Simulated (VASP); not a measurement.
## Pd: single point with LDA

The system is Pd, a slab with vacuum.

```
CELL_PARAMETERS angstrom
2.75050 0.00000 0.00000
0.00000 2.75050 0.00000
0.00000 0.00000 24.72450
ATOMIC_POSITIONS crystal
Pd 0.50000 0.50000 0.30334
Pd 0.00000 0.00000 0.38201
Pd 0.50000 0.50000 0.46067
Pd 0.00000 0.00000 0.53933
Pd 0.50000 0.50000 0.61799
Pd 0.00000 0.00000 0.69666
```

```yaml
Program: VASP 6.6.1
Task: single point
Functional: LDA
Potentials_or_basis: VASP PAW LDA potentials, release 64 (Pd)
Cutoff: 520 eV
k_mesh: 10 × 10 × 1
Occupations: fermi-dirac, width 0.05 eV
Spin: no spin polarisation
```

```json
{
  "Largest force": "0.518 eV/Å",
  "Band gap on the k mesh": "zero (bands 30 and 31 overlap by 0.94 eV)"
}
```

Forces on the atoms (eV/Å):
```
Pd   0.000  0.000  0.518
Pd   0.000  0.000 -0.092
Pd   0.000  0.000 -0.046
Pd   0.000  0.000  0.046
Pd   0.000  0.000  0.092
Pd   0.000  0.000 -0.518
```

Levels at points of the mesh, in eV from the Fermi level:
| k point | band 27 | band 28 | band 29 | band 30 | band 31 | band 32 | band 33 | band 34 |
| --- | --- | --- | --- | --- | --- | --- | --- | --- |
| (0.00, 0.00, 0.00) | -0.62 | -0.31 | -0.18 | -0.18 | -0.04 | 0.01 | 0.17 | 0.19 |
| (0.50, 0.00, 0.00) | -0.33 | -0.33 | -0.07 | -0.07 | 1.47 | 1.47 | 2.11 | 2.11 |
| (0.50, 0.50, 0.00) | 0.31 | 0.31 | 0.65 | 0.65 | 3.93 | 3.93 | 5.49 | 5.49 |

Run time: 6.2 min on 1 thread of Intel Xeon 8259CL (shared host), peak memory 0.28 GiB.

Caveat: there is no dipole correction, which matters where the two faces differ.
